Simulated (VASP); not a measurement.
# SnO2 (P6_3/mmc) in VASP: further runs

Runs on SnO2. Level: LDA. Tasks: single point, relaxation of cell and atoms.

Program: VASP 6.6.1. These are calculated values, not measurements. Logs are shortened: lines on timing, memory, paths and dates and some standing lists are left out, and cuts for length are marked.

## (1) The cell of the first run

Symmetry: P6_3/mmc, No. 194, hexagonal system. The conventional cell has a = 3.170 Å, b = 3.170 Å, c = 10.409 Å, α = 90.00°, β = 90.00°, γ = 120.00°. Within 2.8 Å of Sn (site symmetry -3m) lie 6 O at 2.08 Å. Within 2.8 Å of O (site symmetry 3m) lie 3 Sn at 2.08 Å and 3 O at 2.70 Å.

## (2) Single point, LDA

INCAR reads:

```
SYSTEM = SnO2
ALGO = Normal ; EDIFF = 1E-7
ENCUT = 520 ; GGA = CA
ISIF = 2 ; ISMEAR = -1
LASPH = .TRUE. ; LCHARG = .FALSE.
LREAL = .FALSE. ; LWAVE = .FALSE.
NBANDS = 35 ; NELM = 60
PREC = Accurate ; SIGMA = 0.05
```

KPOINTS reads:

```
k-points
0
G
  9 9 3
  0 0 0
```

POSCAR reads:

```
SnO2
1.0
    3.1700003698      0.0000000000      0.0000000000
   -1.5850001849      2.7453008503      0.0000000000
    0.0000000000      0.0000000000     10.4091089014
Sn O
2 4
Direct
    0.0000000000      0.0000000000      0.0000000000
    0.0000000000      0.0000000000      0.5000000000
    0.3333333333      0.6666666667      0.9047587456
    0.3333333333      0.6666666667      0.5952412544
    0.6666666667      0.3333333333      0.0952412544
    0.6666666667      0.3333333333      0.4047587456
```

Potentials or basis: VASP PAW LDA potentials, release 64 (Sn_d, O).

The run is started by

```console
$ cat potpaw_LDA.64/Sn_d/POTCAR potpaw_LDA.64/O/POTCAR > POTCAR
$ mpirun -np 1 vasp_std > vasp.out
```

OUTCAR:

```text
SYSTEM = SnO2
   EDIFF = 1E-7
   ENCUT = 520
   GGA = CA
   ISIF = 2
   ISMEAR = -1
   LASPH = .TRUE.
   LREAL = .FALSE.
   NELM = 60
   PREC = Accurate

 ion  position               nearest neighbor table
   1  0.000  0.000  0.000-   3 2.08   5 2.08   5 2.08   3 2.08   5 2.08   3 2.08
   2  0.000  0.000  0.500-   4 2.08   6 2.08   6 2.08   4 2.08   6 2.08   4 2.08
   3  0.333  0.667  0.905-   1 2.08   1 2.08   1 2.08
   4  0.333  0.667  0.595-   2 2.08   2 2.08   2 2.08
   5  0.667  0.333  0.095-   1 2.08   1 2.08   1 2.08
   6  0.667  0.333  0.405-   2 2.08   2 2.08   2 2.08

  LATTYP: Found a hexagonal cell.
 ALAT       =     3.1700003698
 C/A-ratio  =     3.2836301852

  Lattice vectors:

 A1 = (   3.1700003698,   0.0000000000,   0.0000000000)
 A2 = (  -1.5850001849,   2.7453008503,   0.0000000000)
 A3 = (   0.0000000000,   0.0000000000,  10.4091089014)

Analysis of symmetry for initial positions (statically):
=====================================================================
 Subroutine PRICEL returns:
 Original cell was already a primitive cell.

 Routine SETGRP: Setting up the symmetry group for a
 hexagonal supercell.

 Subroutine GETGRP returns: Found 24 space group operations
 (whereof 12 operations were pure point group operations)
 out of a pool of 24 trial point group operations.

The static configuration has the point symmetry D_3d.
 The point group associated with its full space group is D_6h.

Analysis of symmetry for dynamics (positions and initial velocities):
=====================================================================
 Subroutine PRICEL returns:
 Original cell was already a primitive cell.

 Routine SETGRP: Setting up the symmetry group for a
 hexagonal supercell.

 Subroutine GETGRP returns: Found 24 space group operations
 (whereof 12 operations were pure point group operations)
 out of a pool of 24 trial point group operations.

The dynamic configuration has the point symmetry D_3d.
 The point group associated with its full space group is D_6h.

 Subroutine INISYM returns: Found 24 space group operations
 (whereof 12 operations are pure point group operations),
 and found     1 'primitive' translations

----------------------------------------------------------------------------------------

                                     Primitive cell

  volume of cell :      90.5864

  direct lattice vectors                    reciprocal lattice vectors
     3.170000370  0.000000000  0.000000000     0.315457376  0.182129401  0.000000000
    -1.585000185  2.745300850  0.000000000     0.000000000  0.364258802  0.000000000
     0.000000000  0.000000000 10.409108901     0.000000000  0.000000000  0.096069703

  length of vectors
     3.170000370  3.170000370 10.409108901     0.364258802  0.364258802  0.096069703

  position of ions in fractional coordinates (direct lattice)
     0.000000000  0.000000000  0.000000000
     0.000000000  0.000000000  0.500000000
     0.333333333  0.666666667  0.904758746
     0.333333333  0.666666667  0.595241254
     0.666666667  0.333333333  0.095241254
     0.666666667  0.333333333  0.404758746

  ion indices of the primitive-cell ions
   primitive index   ion index
                 1           1
                 2           2
                 3           3
                 4           4
                 5           5
                 6           6

----------------------------------------------------------------------------------------

 KPOINTS: k-points

Automatic generation of k-mesh.
 Grid dimensions read from file:
 generate k-points for:    9    9    3

 Generating k-lattice:

  Cartesian coordinates                     Fractional coordinates (reciprocal lattice)
     0.035050820  0.020236600  0.000000000     0.111111111  0.000000000  0.000000000
     0.000000000  0.040473200  0.000000000     0.000000000  0.111111111  0.000000000
     0.000000000  0.000000000  0.032023234     0.000000000  0.000000000  0.333333333

  Length of vectors
     0.040473200  0.040473200  0.032023234

  Shift w.r.t. Gamma in fractional coordinates (k-lattice)
     0.000000000  0.000000000  0.000000000

 Subroutine IBZKPT returns following result:
 ===========================================

 Found     24 irreducible k-points:

 Following reciprocal coordinates:
            Coordinates               Weight
  0.000000  0.000000  0.000000      1.000000
  0.111111  0.000000  0.000000      6.000000
  0.222222 -0.000000  0.000000      6.000000
  0.333333  0.000000  0.000000      6.000000
  0.444444 -0.000000  0.000000      6.000000
  0.111111  0.111111  0.000000      6.000000
[... 16 lines left out ...]
  0.333333  0.222222  0.333333     24.000000
  0.333333  0.333333  0.333333      4.000000
   k-points           NKPTS =     24   k-points in BZ     NKDIM =     24   number of bands    NBANDS=     35
   number of dos      NEDOS =    301   number of ions     NIONS =      6
   total plane-waves  NPLWV =  46080
   dimension x,y,z NGX =    24 NGY =   24 NGZ =   80
   dimension x,y,z NGXF=    48 NGYF=   48 NGZF=  160
   ions per type =               2   4
   NGX,Y,Z   is equivalent  to a cutoff of  12.59, 12.59, 12.78 a.u.
   NGXF,Y,Z  is equivalent  to a cutoff of  25.17, 25.17, 25.55 a.u.
 SYSTEM =  SnO2
   PREC   = accura    normal or accurate (medium, high low for compatibility)
   ISTART =      0    job   : 0-new  1-cont  2-samecut
   ICHARG =      2    charge: 1-file 2-atom 10-const
   ISPIN  =      1    spin polarized calculation?
   LNONCOLLINEAR =      F non collinear calculations
   LSORBIT =      F    spin-orbit coupling
   LASPH  =      T    aspherical Exc in radial PAW
   ENCUT  =  520.0 eV  38.22 Ry    6.18 a.u.   5.89  5.89 19.35*2*pi/ulx,y,z
   NELM   =     60;   NELMIN=  2; NELMDL= -5     # of ELM steps
   EDIFF  = 0.1E-06   stopping-criterion for ELM
   LREAL  =      F    real-space projection
   EDIFFG = 0.1E-05   stopping-criterion for IOM
   NSW    =      0    number of steps for IOM
   IBRION =     -1    ionic relax: 0-MD 1-quasi-New 2-CG
   NFREE  =      0    steps in history (QN), initial steepest desc. (CG)
   ISIF   =      2    stress and relaxation
   ISYM   =      2    0-nonsym 1-usesym 2-fastsym
   POTIM  = 0.5000    time-step for ionic-motion
   TEBEG  =    0.0;   TEEND  =   0.0 temperature during run
   PSTRESS=    0.0 pullay stress
   NELECT =      52.0000    total number of electrons
   NUPDOWN=      -1.0000    fix difference up-down
   EMIN   =  10.00;   EMAX   =-10.00  energy-range for DOS
   EFERMI =   0.00;   METHOD = LEGACY
   ISMEAR =    -1;   SIGMA  =   0.05  broadening in eV -4-tet -1-fermi 0-gaus
   EFERMI_NEDOS =   21; number of points for ismear=-14 and -15
   IALGO  =     38    algorithm
   IMIX   =      4    mixing-type and parameters
     AMIX     =   0.40;   BMIX     =  1.00
     AMIX_MAG =   1.60;   BMIX_MAG =  1.00
  volume/ion in A,a.u.               =      15.10       101.88
  Fermi-wavevector in a.u.,A,eV,Ry     =   1.360572  2.571109 25.186526  1.851157
  Thomas-Fermi vector in A             =   2.487223
   LORBIT       =      0    0 simple, 1 ext, 2 COOP (PROOUT), +10 PAW based schemes
   GGA     = CA    functional components
   LHFCALC =     F    Hartree Fock is set to
   AEXX    =    0.0000 exact exchange contribution
   IVDW    =     0    specifies the selected vdW correction
   LEPSILON=     F    determine dielectric tensor
   LRPA    =     F    only Hartree local field effects (RPA)
 non-spin polarized calculation
  energy-cutoff  :      520.00
  volume of cell :       90.59
 maximum number of plane-waves:      2453
 NGX is ok and might be reduce to    24
   NGX = 11   NGY = 11   NGZ = 39

 number of electron      51.9999989 magnetization

 Free energy of the ion-electron system (eV)
  ---------------------------------------------------
  ext. energy  EPLUGINS =         0.00000000
  ---------------------------------------------------
  free energy    TOTEN  =       -40.84546867 eV

  energy without entropy =      -40.84546867  energy(sigma->0) =      -40.84546867

 E-fermi :   3.7298     XC(G=0): -10.1233

 val. band max:        2.5224821842   @ k =   0.2222   0.2222   0.0000
 cond. band min:       4.7760691747   @ k =   0.0000   0.0000   0.0000
 fundamental gap:      2.2535869905
 Fermi energy:         3.7298472301

 k-point     1 :       0.0000    0.0000    0.0000
  band No.  band energies     occupation
      1     -17.4907      2.00000
      2     -17.4886      2.00000
      3     -17.1908      2.00000
      4     -17.1908      2.00000
      5     -17.1907      2.00000
      6     -17.1907      2.00000
[... 27 lines left out ...]
     34      13.8423      0.00000
     35      13.9074      0.00000

 k-point     2 :       0.1111    0.0000    0.0000
  band No.  band energies     occupation
      1     -17.4326      2.00000
      2     -17.4308      2.00000
      3     -17.2985      2.00000
      4     -17.2973      2.00000
      5     -17.1589      2.00000
      6     -17.1589      2.00000
[... 27 lines left out ...]
     34      13.7974      0.00000
     35      14.1636      0.00000

 k-point     3 :       0.2222   -0.0000    0.0000
  band No.  band energies     occupation
      1     -17.6422      2.00000
      2     -17.6391      2.00000
      3     -17.2151      2.00000
      4     -17.2141      2.00000
      5     -17.0920      2.00000
      6     -17.0919      2.00000
[... 27 lines left out ...]
     34      13.7502      0.00000
     35      14.8045      0.00000
[... 723 lines left out ...]
 k-point    23 :       0.3333    0.2222    0.3333
  band No.  band energies     occupation
      1     -17.9042      2.00000
      2     -17.9023      2.00000
      3     -17.4326      2.00000
      4     -17.4312      2.00000
      5     -17.0364      2.00000
      6     -17.0363      2.00000
[... 27 lines left out ...]
     34      13.8463      0.00000
     35      14.1622      0.00000

 k-point    24 :       0.3333    0.3333    0.3333
  band No.  band energies     occupation
      1     -17.7029      2.00000
      2     -17.7029      2.00000
      3     -17.6994      2.00000
      4     -17.6994      2.00000
      5     -16.9649      2.00000
      6     -16.9649      2.00000
[... 27 lines left out ...]
     34      13.0257      0.00000
     35      14.3335      0.00000

------------------------ aborting loop because EDIFF is reached ----------------------------------------

  FORCE on cell =-STRESS in cart. coord.  units (eV):
  Direction    XX          YY          ZZ          XY          YZ          ZX
  --------------------------------------------------------------------------------------
  -------------------------------------------------------------------------------------
  Total        0.6146773      0.6146773      0.1508544      0.0000000      0.0000000      0.0000000
  in kB       10.8716379     10.8716379      2.6681229      0.0000000      0.0000000      0.0000000
  external PRESSURE =       8.1371329 kB  Pullay stress =       0.0000000 kB

 VOLUME and BASIS-vectors are now :
 -----------------------------------------------------------------------------
  energy-cutoff  :      520.00
  volume of cell :       90.59
      direct lattice vectors                 reciprocal lattice vectors
     3.170000370  0.000000000  0.000000000     0.315457376  0.182129401  0.000000000
    -1.585000185  2.745300850  0.000000000     0.000000000  0.364258802  0.000000000
     0.000000000  0.000000000 10.409108901     0.000000000  0.000000000  0.096069703

 POSITION                                       TOTAL-FORCE (eV/Angst)
 -----------------------------------------------------------------------------------
      0.00000      0.00000      0.00000         0.000000      0.000000      0.000000
      0.00000      0.00000      5.20455         0.000000      0.000000      0.000000
     -0.00000      1.83020      9.41773        -0.000000      0.000000     -0.068973
     -0.00000      1.83020      6.19593        -0.000000      0.000000      0.068973
      1.58500      0.91510      0.99138         0.000000     -0.000000      0.068973
      1.58500      0.91510      4.21318         0.000000     -0.000000     -0.068973
 -----------------------------------------------------------------------------------
    total drift:                                0.000000      0.000000      0.000000

  FREE ENERGIE OF THE ION-ELECTRON SYSTEM (eV)
  ---------------------------------------------------
  free  energy   TOTEN  =       -40.8454686660 eV

  energy  without entropy=      -40.8454686660  energy(sigma->0) =      -40.84546867
```

It took 27 s on 1 thread of Intel Xeon 6975P-C (Granite Rapids), shared host; peak memory 0.19 GiB.

Results:

```yaml
Free_energy: -40.8455 eV
Pressure: 0.8 GPa
Largest_force: 0.069 eV/Å
Band_gap_on_the_k_mesh: 2.25 eV (least direct gap 2.77 eV)
```

Forces on the atoms (eV/Å):
```
Sn   0.000  0.000  0.000
Sn   0.000  0.000  0.000
O    0.000  0.000 -0.069
O    0.000  0.000  0.069
O    0.000  0.000  0.069
O    0.000  0.000 -0.069
```

Levels at points of the mesh, in eV from the valence-band top:
```csv
k point,band 22,band 23,band 24,band 25,band 26,band 27,band 28,band 29,band 30,band 31
"(0.00, 0.00, 0.00)",-0.94,-0.94,-0.91,-0.91,-0.51,2.25,3.13,5.49,5.90,10.22
```

Caveat: spin-orbit coupling is left out, which moves the levels of the heavy elements. A k mesh can miss the band edges.

## (3) Relaxation of cell and atoms, LDA

This run uses another cell than the first one, of 16.25 Å³/atom.

INCAR reads:

```
SYSTEM = SnO2
PREC = Accurate
ENCUT = 600
EDIFF = 1E-6
ISMEAR = -1
SIGMA = 0.05
LREAL = .False.
LASPH = .True.
NELM = 60
ALGO = Normal
ISIF = 3
LWAVE = .False.
LCHARG = .False.
IBRION = 2
NSW = 60
EDIFFG = -0.01
```

KPOINTS reads:

```
regular mesh
0
Gamma
  9 9 3
  0 0 0
```

POSCAR reads:

```
SnO2
1.0
    3.2305756168      0.0000000000      0.0000000000
   -1.6152878084      2.7977605530      0.0000000000
    0.0000000000      0.0000000000     10.7905620000
Sn O
2 4
Direct
    0.0000000000      0.0000000000      0.0000000000
    0.0000000000      0.0000000000      0.5000000000
    0.3333333333      0.6666666667      0.9058620000
    0.3333333333      0.6666666667      0.5941380000
    0.6666666667      0.3333333333      0.0941380000
    0.6666666667      0.3333333333      0.4058620000
```

Potentials or basis: VASP PAW LDA potentials, release 64 (Sn_d, O).

The run is started by

```console
$ cat potpaw_LDA.64/Sn_d/POTCAR potpaw_LDA.64/O/POTCAR > POTCAR
$ mpirun -np 1 vasp_std > vasp.out
```

Run time: 7.4 min. Hardware: 1 thread of Intel Xeon 6975P-C (Granite Rapids), shared host; peak memory 0.26 GiB.

The run converged. Its results:

* Free energy: -40.8724 eV
* Relaxed volume: 14.79 Å³/atom
* Relaxed cell: a = 3.175 Å, b = 3.175 Å, c = 10.165 Å, α = 90.00°, β = 90.00°, γ = 120.00°
* Space group after relaxing (to 0.1 Å): P6_3/mmc (No. 194)
* Energy gained by relaxing: 22.4 meV/atom
* Ionic steps: 17
* Pressure after relaxing: 0.0 GPa
* Band gap on the k mesh: 2.12 eV (least direct gap 2.60 eV)

Step by step:
```tsv
step	energy change (eV)	largest force (eV/Å)	pressure (GPa)	volume (Å³)
1	0.0000	0.6384	-7.27	97.53
2	0.1609	1.1772	13.56	87.47
3	-0.1247	0.0023	-0.24	93.31
4	-0.1248	0.0121	-0.08	93.23
5	-0.1254	0.0256	-0.12	93.11
6	-0.1264	0.0661	-0.13	92.77
7	-0.1265	0.0819	-0.15	92.63
8	-0.1268	0.0815	-0.14	92.52
9	-0.1278	0.0809	-0.12	92.19
10	-0.1297	0.0802	-0.10	91.53
11	-0.1324	0.0784	0.06	90.22
12	-0.1317	0.0771	0.46	87.60
13	-0.1333	0.0829	0.29	88.98
14	-0.1321	0.1061	-1.04	89.01
15	-0.1340	0.0099	-0.26	88.99
16	-0.1340	0.0132	0.22	88.53
17	-0.1344	0.0015	-0.02	88.77
```

Final structure:
```yaml
crystal:
  lattice:
    - [3.17548, 0.00000, 0.00000]
    - [-1.58774, 2.75004, 0.00000]
    - [0.00000, 0.00000, 10.16498]
  atoms:
    - { symbol: Sn, position: [0.00000, 0.00000, 0.00000] }
    - { symbol: Sn, position: [0.00000, 0.00000, 0.50000] }
    - { symbol: O, position: [0.33333, 0.66667, 0.90237] }
    - { symbol: O, position: [0.33333, 0.66667, 0.59763] }
    - { symbol: O, position: [0.66667, 0.33333, 0.09763] }
    - { symbol: O, position: [0.66667, 0.33333, 0.40237] }
```

Levels at points of the mesh, in eV from the valence-band top:
```csv
k point,band 24,band 25,band 26,band 27,band 28,band 29
"(0.00, 0.00, 0.00)",-0.96,-0.96,-0.48,2.12,3.10,5.38
```

Caveat: spin-orbit coupling is left out, which moves the levels of the heavy elements. A k mesh can miss the band edges.

## (4) Single point, LDA, non-collinear spin, zero start, spin-orbit coupling

This run uses another cell than the first one, of 16.25 Å³/atom.

INCAR reads:

```
PREC = Accurate ; ENCUT = 520
EDIFF = 1E-6 ; ISMEAR = -1
SIGMA = 0.05 ; LREAL = False
LASPH = True ; NELM = 150
ALGO = Normal ; ISIF = 2
LWAVE = False ; LCHARG = False
MAGMOM = 0 0 0 0 0 0 0 0 0 0 0 0 0 0 0 0 0 0 ; LORBIT = 11
LSORBIT = True ; GGA_COMPAT = False
LORBMOM = True ; NBANDS = 68
```

KPOINTS reads:

```
Automatic mesh
0
Gamma
  7 7 3
```

POSCAR is that of step 3.

The run is started by

```console
$ cat potpaw_LDA.64/Sn_d/POTCAR potpaw_LDA.64/O/POTCAR > POTCAR
$ mpirun -np 1 vasp_ncl > vasp.out
```

Run time: 96 s. Hardware: 1 thread of Intel Xeon 6975P-C (Granite Rapids), shared host; peak memory 0.37 GiB.

It converged, with:

- Free energy: -40.8082 eV
- Pressure: -7.2 GPa
- Largest force: 0.637 eV/Å
- Net moment: 0.00 μB per cell
- Valence electrons inside the program's atomic spheres: Sn 12.28; O 4.96

Forces on the atoms (eV/Å):
```
Sn   0.000  0.000  0.000
Sn   0.000  0.000  0.000
O    0.000  0.000  0.637
O    0.000  0.000 -0.637
O    0.000  0.000 -0.637
O    0.000  0.000  0.637
```

Stress tensor (GPa, compression positive):
```
-8.38  0.00  0.00
 0.00 -8.38  0.00
 0.00  0.00 -4.71
```

Moments on the atoms (μB; x, y, z):
```
Sn  0.00 0.00 0.00
Sn  0.00 0.00 0.00
O   0.00 0.00 0.00
O   0.00 0.00 0.00
O   0.00 0.00 0.00
O   0.00 0.00 0.00
```

Caveat: the cell stands under tension.

## (5) Overview

```csv
task,spin,cell,k mesh,cutoff (eV),gap on the mesh (eV),pressure (GPa),largest force (eV/Å)
single point,off,"a = 3.170, b = 3.170, c = 10.409 Å, angles 90.0, 90.0, 120.0°, 6 atoms, atomic positions A",9 × 9 × 3,520,2.25,0.8,0.07
relaxation of cell and atoms,off,"relaxed from a = 3.231, b = 3.231, c = 10.791 Å, angles 90.0, 90.0, 120.0°, 6 atoms, atomic positions B",9 × 9 × 3,600,2.12,0.0,-
single point,"non-collinear, zero start, SOC","a = 3.231, b = 3.231, c = 10.791 Å, angles 90.0, 90.0, 120.0°, 6 atoms, atomic positions B",7 × 7 × 3,520,-,-7.2,0.64
```

Alike in all rows: level LDA; potentials or basis VASP PAW LDA potentials, release 64 (Sn_d, O); smearing fermi-dirac 0.05 eV.

Caveats: spin-orbit coupling is left out, which moves the levels of the heavy elements (at least some runs); the cell stands under tension (at least some runs).

Total energies depend on the potentials used, so only differences within one code and one set of settings carry meaning.
